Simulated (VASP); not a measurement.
A run of VASP 6.6.1 is set up as follows.

The input INCAR:

```
PREC     = Accurate       # precision mode
ENCUT    = 520            # plane-wave cutoff, eV
EDIFF    = 1E-7           # SCF threshold, eV
ISMEAR   = 0              # smearing method
SIGMA    = 0.01           # smearing width, eV
LREAL    = False          # projectors in reciprocal space
LASPH    = True           # aspherical terms in the spheres
NELM     = 80             # most SCF steps
ALGO     = Normal         # electronic algorithm
ISIF     = 2              # what is computed and relaxed
LWAVE    = False          # write WAVECAR
LCHARG   = False          # write CHGCAR
GGA      = PE             # functional
IBRION   = 2              # ionic algorithm
NSW      = 65             # ionic steps
EDIFFG   = -0.025         # ionic threshold
NELECT   = 34.0
```

File KPOINTS:

```
Automatic mesh
0
Gamma
  3 3 3
```

Contents of POSCAR:

```
Al4As4H
1.0
    0.0000000000      5.7279123196      0.0000000000
    0.0000000000      0.0000000000     -5.7279123196
   -5.7279123196      0.0000000000      0.0000000000
Al As H
4 4 1
Direct
    0.4963454686      0.9963454686      0.5036545314
    0.0036545314      0.9963454686     -0.0036545314
    0.4963454686      0.5036545314     -0.0036545314
    0.0036545314      0.5036545314      0.5036545314
    0.7500000000      0.7500000000      0.7500000000
    0.2500000000      0.7500000000      0.2500000000
    0.7500000000      0.2500000000      0.2500000000
    0.2500000000      0.2500000000      0.7500000000
    0.2500000000      0.7500000000      0.7500000000
```

Potentials or basis: VASP PAW PBE potentials, release 64 (Al, As, H).

Run with:

```sh
$ cat potpaw_PBE.64/Al/POTCAR potpaw_PBE.64/As/POTCAR potpaw_PBE.64/H/POTCAR > POTCAR
$ mpirun -np 1 vasp_std > vasp.out
```

**Question.** Estimate the energy gained by relaxing.

**Answer.** 20.9 meV/atom.

Final structure:
```
CELL_PARAMETERS angstrom
0.00000 5.72791 0.00000
0.00000 0.00000 -5.72791
-5.72791 0.00000 0.00000
ATOMIC_POSITIONS crystal
Al 0.48649 0.98649 0.51351
Al 0.01351 0.98649 0.98649
Al 0.48649 0.51351 0.98649
Al 0.01351 0.51351 0.51351
As 0.75000 0.75000 0.75000
As 0.25000 0.75000 0.25000
As 0.75000 0.25000 0.25000
As 0.25000 0.25000 0.75000
H 0.25000 0.75000 0.75000
```

Caveat: the cell carries a net charge on a neutralising background, which shifts energy and pressure; the cell differs from its parent crystal (with an interstitial atom).
